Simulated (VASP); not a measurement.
# AlB2As3 in VASP: a series of runs

The runs below take AlB2As3 through single point, relaxation of cell and atoms, with PBE.

All numbers are computed with VASP 6.6.1; they aren't measurements. Logs are shortened: lines on timing, memory, paths and dates and some standing lists are left out, and cuts for length are marked.

## (1) The cell of the first run

The typed cell holds 12 atoms: a = 3.603 Å, b = 3.603 Å, c = 18.075 Å, α = 90.00°, β = 89.99°, γ = 120.01°.

## (2) Single point, PBE

Contents of INCAR:

```
PREC = Accurate
ENCUT = 520
EDIFF = 1E-6
ISMEAR = 0
SIGMA = 0.1
LREAL = False
LASPH = True
NELM = 60
ALGO = Normal
ISIF = 2
LWAVE = False
LCHARG = False
GGA = PE
NBANDS = 36
```

Contents of KPOINTS:

```
regular mesh
0
Gamma
  6 6 1
```

Contents of POSCAR:

```
AlB2As3
1.0
    3.6034524867     -0.0003130944      0.0002101318
   -1.8020037532      3.1202593667     -0.0000792938
    0.0019137713      0.0001644071     18.0753350521
Al B As
2 4 6
Direct
    0.3332938154      0.6666842582      0.3345115753
    0.3334660749      0.6663184442      0.8345304974
    0.9996558024     -0.0000357209      0.0088489447
    0.0001483969      0.0002415776      0.5088407003
    0.6664499057      0.3332246380      0.1602378735
    0.6669589446      0.3335083484      0.6602449009
    0.3334680100      0.6669036156      0.4719529562
    0.3330245889      0.6666380969      0.9719631436
    0.6666232114      0.3333666941      0.2754299793
    0.6668564127      0.3330567250      0.7754416593
   -0.0002275924     -0.0001095914      0.1239993046
    0.0002824295      0.0002029143      0.6239984650
```

Potentials or basis: VASP PAW PBE potentials, release 64 (Al, B, As).

Started as:

```
> cat potpaw_PBE.64/Al/POTCAR potpaw_PBE.64/B/POTCAR potpaw_PBE.64/As/POTCAR > POTCAR
> mpirun -np 1 vasp_std > vasp.out
```

OUTCAR:

```text
PREC = Accurate
   ENCUT = 520
   EDIFF = 1E-6
   ISMEAR = 0
   LREAL = False
   LASPH = True
   NELM = 60
   ISIF = 2
   GGA = PE

 ion  position               nearest neighbor table
   1  0.333  0.667  0.335-   9 2.34   9 2.34   9 2.34   7 2.48
   2  0.333  0.666  0.835-  10 2.34  10 2.34  10 2.34   8 2.48
   3  1.000  1.000  0.009-  11 2.08   8 2.18   8 2.18   8 2.18
   4  0.000  0.000  0.509-  12 2.08   7 2.18   7 2.18   7 2.18
   5  0.666  0.333  0.160-   9 2.08  11 2.18  11 2.18  11 2.18
   6  0.667  0.334  0.660-  10 2.08  12 2.18  12 2.18  12 2.18
   7  0.333  0.667  0.472-   4 2.18   4 2.18   4 2.18   1 2.48
   8  0.333  0.667  0.972-   3 2.18   3 2.18   3 2.18   2 2.48
   9  0.667  0.333  0.275-   5 2.08   1 2.34   1 2.34   1 2.34
  10  0.667  0.333  0.775-   6 2.08   2 2.34   2 2.34   2 2.34
  11  1.000  1.000  0.124-   3 2.08   5 2.18   5 2.18   5 2.18
  12  0.000  0.000  0.624-   4 2.08   6 2.18   6 2.18   6 2.18

  LATTYP: Found a base centered monoclinic cell.
 ALAT       =    36.3304089028
 B/A-ratio  =     0.1717626047
 C/A-ratio  =     0.4975263340
 COS(beta)  =    -0.9950689534

  Lattice vectors:

 A1 = (  -1.8039175245,   3.1200949596, -18.0754143459)
 A2 = (  -1.8033625048,  -3.1201106794, -18.0754658901)
 A3 = (   0.0019137713,   0.0001644071,  18.0753350521)

Analysis of symmetry for initial positions (statically):
=====================================================================
 Subroutine PRICEL returns:
 Original cell was already a primitive cell.

 Routine SETGRP: Setting up the symmetry group for a
 base centered monoclinic supercell.

 Subroutine GETGRP returns: Found  1 space group operations
 (whereof  1 operations were pure point group operations)
 out of a pool of  4 trial point group operations.

The static configuration has the point symmetry C_1 .

Analysis of symmetry for dynamics (positions and initial velocities):
=====================================================================
 Subroutine PRICEL returns:
 Original cell was already a primitive cell.

 Routine SETGRP: Setting up the symmetry group for a
 base centered monoclinic supercell.

 Subroutine GETGRP returns: Found  1 space group operations
 (whereof  1 operations were pure point group operations)
 out of a pool of  4 trial point group operations.

The dynamic configuration has the point symmetry C_1 .

 Subroutine INISYM returns: Found  1 space group operations
[... 121 lines left out ...]
   TEBEG  =    0.0;   TEEND  =   0.0 temperature during run
   PSTRESS=    0.0 pullay stress
   NELECT =      48.0000    total number of electrons
   NUPDOWN=      -1.0000    fix difference up-down
   EMIN   =  10.00;   EMAX   =-10.00  energy-range for DOS
   EFERMI =   0.00;   METHOD = LEGACY
   ISMEAR =     0;   SIGMA  =   0.10  broadening in eV -4-tet -1-fermi 0-gaus
   EFERMI_NEDOS =   21; number of points for ismear=-14 and -15
   IALGO  =     38    algorithm
   IMIX   =      4    mixing-type and parameters
     AMIX     =   0.40;   BMIX     =  1.00
     AMIX_MAG =   1.60;   BMIX_MAG =  1.00
  volume/ion in A,a.u.               =      16.94       114.29
  Fermi-wavevector in a.u.,A,eV,Ry     =   1.011961  1.912330 13.933259  1.024066
  Thomas-Fermi vector in A             =   2.145042
   LORBIT       =      0    0 simple, 1 ext, 2 COOP (PROOUT), +10 PAW based schemes
   GGA     = PE    functional components
   LHFCALC =     F    Hartree Fock is set to
   AEXX    =    0.0000 exact exchange contribution
   IVDW    =     0    specifies the selected vdW correction
   LEPSILON=     F    determine dielectric tensor
   LRPA    =     F    only Hartree local field effects (RPA)
 non-spin polarized calculation
 Gauss-broadening in eV      SIGMA  =   0.10
  energy-cutoff  :      520.00
  volume of cell :      203.22
 maximum number of plane-waves:      5510
   NGX = 13   NGY = 13   NGZ = 67

 number of electron      48.0000000 magnetization

 Free energy of the ion-electron system (eV)
  ---------------------------------------------------
  ext. energy  EPLUGINS =         0.00000000
  ---------------------------------------------------
  free energy    TOTEN  =       -61.87628602 eV

  energy without entropy =      -61.87610589  energy(sigma->0) =      -61.87619596

 E-fermi :   5.9529     XC(G=0):  -9.8674

 val. band max:        5.7649725380   @ k =   0.0000   0.0000   0.0000
 cond. band min:       6.1504581879   @ k =   0.5000   0.0000   0.0000
 fundamental gap:      0.3854856500
 Fermi energy:         5.9529455157

 k-point     1 :       0.0000    0.0000    0.0000
  band No.  band energies     occupation
      1      -8.9871      2.00000
      2      -8.8885      2.00000
      3      -8.0689      2.00000
      4      -7.6527      2.00000
      5      -6.9770      2.00000
      6      -6.4840      2.00000
[... 769 lines left out ...]
     35       9.3643      0.00000
     36       9.5208      0.00000

------------------------ aborting loop because EDIFF is reached ----------------------------------------

  FORCE on cell =-STRESS in cart. coord.  units (eV):
  Direction    XX          YY          ZZ          XY          YZ          ZX
  --------------------------------------------------------------------------------------
  -------------------------------------------------------------------------------------
  Total        0.2944715      0.3326092      0.6837317      0.0152539     -0.0026802     -0.0147764
  in kB        2.3215592      2.6222304      5.3904155      0.1202591     -0.0211302     -0.1164946
  external PRESSURE =       3.4447350 kB  Pullay stress =       0.0000000 kB

 VOLUME and BASIS-vectors are now :
 -----------------------------------------------------------------------------
  energy-cutoff  :      520.00
  volume of cell :      203.22
      direct lattice vectors                 reciprocal lattice vectors
     3.603452487 -0.000313094  0.000210132     0.277525565  0.160275813 -0.000030842
    -1.802003753  3.120259367 -0.000079294     0.000027848  0.320502261 -0.000002918
     0.001913771  0.000164407 18.075335052    -0.000003226 -0.000000457  0.055324009

 POSITION                                       TOTAL-FORCE (eV/Angst)
 -----------------------------------------------------------------------------------
      0.00028      2.08018      6.04643         0.000257     -0.000995      0.040402
      0.00252      2.07912     15.08444        -0.000234      0.000915      0.037999
      1.80029      3.11984      0.16008         0.001749     -0.000241     -0.004423
      0.00107      0.00084      9.19747         0.000562     -0.000771     -0.003621
      1.80136      1.03956      2.89647         0.000186      0.000163     -0.043535
      1.80364      1.04053     11.93426        -0.000537     -0.000891     -0.044042
      0.00078      2.08089      8.53073         0.000745     -0.000139     -0.017410
      0.00061      2.08014     17.56858         0.000870     -0.000195     -0.017147
      1.80194      1.04003      4.97860        -0.000663      0.000970      0.010497
      1.80430      1.03914     14.01648        -0.001581      0.000907      0.010450
      1.80106      3.11962      2.24146        -0.000622      0.000447      0.015234
      0.00185      0.00074     11.27898        -0.000734     -0.000169      0.015597
 -----------------------------------------------------------------------------------
    total drift:                               -0.000005      0.000007     -0.001442

  FREE ENERGIE OF THE ION-ELECTRON SYSTEM (eV)
  ---------------------------------------------------
  free  energy   TOTEN  =       -61.8762860250 eV

  energy  without entropy=      -61.8761058909  energy(sigma->0) =      -61.87619596
```

It took 6.7 min on 1 thread of AMD EPYC 7R13, shared host; peak memory 0.35 GiB.

Results:

| Item | Value |
| --- | --- |
| Free energy | -61.8763 eV |
| Pressure | 0.3 GPa |
| Largest force | 0.044 eV/Å |
| Band gap on the k mesh | 0.39 eV |

Forces in eV/Å, atoms in the order of the input:
```
Al   0.000 -0.001  0.040
Al   0.000  0.001  0.038
B    0.002  0.000 -0.004
B    0.001 -0.001 -0.004
B    0.000  0.000 -0.044
B   -0.001 -0.001 -0.044
As   0.001  0.000 -0.017
As   0.001  0.000 -0.017
As  -0.001  0.001  0.010
As  -0.002  0.001  0.010
As  -0.001  0.000  0.015
As  -0.001  0.000  0.016
```

Stress tensor (GPa, compression positive):
```
 0.23  0.01 -0.01
 0.01  0.26  0.00
-0.01  0.00  0.54
```

Levels at points of the mesh, in eV from the valence-band top:
```
           k point  band 22  band 23  band 24  band 25  band 26  band 27
(0.00, 0.00, 0.00)    -0.12     0.00     0.00     0.72     0.73     1.08
(0.50, 0.00, 0.00)    -2.30    -1.69    -1.50     0.39     0.72     0.73
(0.00, 0.50, 0.00)    -2.30    -1.69    -1.50     0.39     0.72     0.73
(0.50, 0.50, 0.00)    -2.30    -1.69    -1.50     0.39     0.72     0.73
```

Caveat: semilocal functionals underestimate gaps, and a narrow one can read as zero. A k mesh can miss the band edges.

## (3) Relaxation of cell and atoms, PBE

This run uses another cell than the first one: it holds 6 atoms, not 12.

Contents of INCAR:

```
PREC = Accurate
ENCUT = 600
EDIFF = 1E-6
ISMEAR = 0
SIGMA = 0.02
LREAL = F
LASPH = T
NELM = 60
ALGO = Normal
ISIF = 3
LWAVE = F
LCHARG = F
GGA = PE
IBRION = 2
NSW = 100
EDIFFG = -0.01
```

Contents of KPOINTS:

```
regular mesh
0
Gamma
  12 12 4
```

Contents of POSCAR:

```
AlB2As3
1.0
    3.6011252786      0.0000000000      0.0000000000
   -1.8005626393      3.1186659735      0.0000000000
    0.0000000000      0.0000000000      9.0478737070
Al B As
1 2 3
Direct
    0.3333333333      0.6666666667      0.6689842086
    0.0000000000      0.0000000000      0.0180415038
    0.6666666667      0.3333333333      0.3203464379
    0.3333333333      0.6666666667      0.9440214852
    0.6666666667      0.3333333333      0.5506370756
    0.0000000000      0.0000000000      0.2479692890
```

Potentials or basis: VASP PAW PBE potentials, release 64 (Al, B, As).

Started as:

```
> cat potpaw_PBE.64/Al/POTCAR potpaw_PBE.64/B/POTCAR potpaw_PBE.64/As/POTCAR > POTCAR
> mpirun -np 1 vasp_std > vasp.out
```

It took 10 min on 1 thread of AMD EPYC 7R13, shared host; peak memory 0.32 GiB.

The run converged. Its results:

```yaml
Free_energy: -30.9748 eV
Relaxed_volume: 16.98 Å³/atom
Relaxed_cell: a = 3.602 Å, b = 3.602 Å, c = 9.066 Å, α = 90.00°, β = 90.00°, γ = 120.00°
Space_group_after_relaxing_to_0.1_Å: P3m1 (No. 156)
Energy_gained_by_relaxing: 0.1 meV/atom
Ionic_steps: 4
Pressure_after_relaxing: 0.0 GPa
Largest_force_after_relaxing: 0.008 eV/Å
Band_gap_on_the_k_mesh: 0.36 eV (least direct gap 0.72 eV)
```

Forces on the atoms (eV/Å):
```
Al   0.000  0.000  0.008
B    0.000  0.000 -0.007
B    0.000  0.000  0.002
As   0.000  0.000 -0.001
As   0.000  0.000  0.005
As   0.000  0.000 -0.005
```

Step by step:
| step | energy change (eV) | largest force (eV/Å) | pressure (GPa) | volume (Å³) |
| --- | --- | --- | --- | --- |
| 1 | 0.0000 | 0.0689 | 0.31 | 101.61 |
| 2 | -0.0004 | 0.0449 | -0.24 | 102.10 |
| 3 | -0.0005 | 0.0245 | -0.04 | 101.92 |
| 4 | -0.0006 | 0.0076 | -0.01 | 101.88 |

Final structure:
```yaml
crystal:
  lattice:
    - [3.60221, 0.00000, 0.00000]
    - [-1.80110, 3.11960, 0.00000]
    - [0.00000, 0.00000, 9.06619]
  atoms:
    - { symbol: Al, position: [0.33333, 0.66667, 0.66935] }
    - { symbol: B, position: [0.00000, 0.00000, 0.01788] }
    - { symbol: B, position: [0.66667, 0.33333, 0.32030] }
    - { symbol: As, position: [0.33333, 0.66667, 0.94385] }
    - { symbol: As, position: [0.66667, 0.33333, 0.55064] }
    - { symbol: As, position: [0.00000, 0.00000, 0.24798] }
```

Levels at points of the mesh, in eV from the valence-band top:
```tsv
k point	band 10	band 11	band 12	band 13	band 14	band 15
(0.00, 0.00, 0.00)	-1.03	0.00	0.00	0.72	1.05	1.92
(0.50, 0.00, 0.00)	-3.57	-3.18	-1.69	0.36	0.71	1.66
(0.00, 0.00, 0.50)	-1.65	-0.12	-0.12	0.71	1.28	2.74
(0.50, 0.00, 0.50)	-3.33	-2.33	-1.51	0.71	0.89	1.57
```

Caveat: semilocal functionals underestimate gaps, and a narrow one can read as zero. A k mesh can miss the band edges.
